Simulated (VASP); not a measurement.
# Sb: single point with r2SCAN-based global hybrid with 15 % exact exchange

Sb:

```
CELL_PARAMETERS angstrom
0.00000 2.37124 2.37124
2.37124 0.00000 2.37124
2.37124 2.37124 0.00000
ATOMIC_POSITIONS crystal
Sb 0.00000 0.00000 0.00000
```

This isn't the form of Sb at room conditions, which is rhombohedral.

* Program: VASP 6.6.1
* Task: single point
* Functional: r2SCAN-based global hybrid with 15 % exact exchange
* Potentials or basis: VASP PAW PBE potentials, release 64 (Sb)
* Cutoff: 520 eV
* k mesh: 6 × 6 × 6
* Occupations: fermi-dirac, width 0.05 eV
* Spin: no spin polarisation

* Pressure: -0.8 GPa
* Band gap on the k mesh: zero (an odd number of electrons rules out a gap without spin polarisation)

Levels at points of the mesh, in eV from the Fermi level:
```
           k point  band 1  band 2  band 3  band 4  band 5
(0.00, 0.00, 0.00)  -15.00    6.04    6.04    6.04   10.73
(0.50, 0.00, 0.00)  -10.67   -7.19    4.12    4.12    9.06
(0.50, 0.50, 0.00)   -8.74   -6.20    0.33    0.33    4.71
```

Wall time 6.9 min on 1 thread of Intel(R) Xeon(R) Platinum 8175M CPU @ 2.50GHz (Skylake/Cascade Lake), with other jobs on the host, peak memory 0.16 GiB.

Caveat: the k points lie up to 0.38 Å⁻¹ apart, too coarse for converged energies and pressures of a metal; the PAW data sets were made with another functional, which shifts forces and pressure a little; spin-orbit coupling is left out, which moves the levels of the heavy elements.
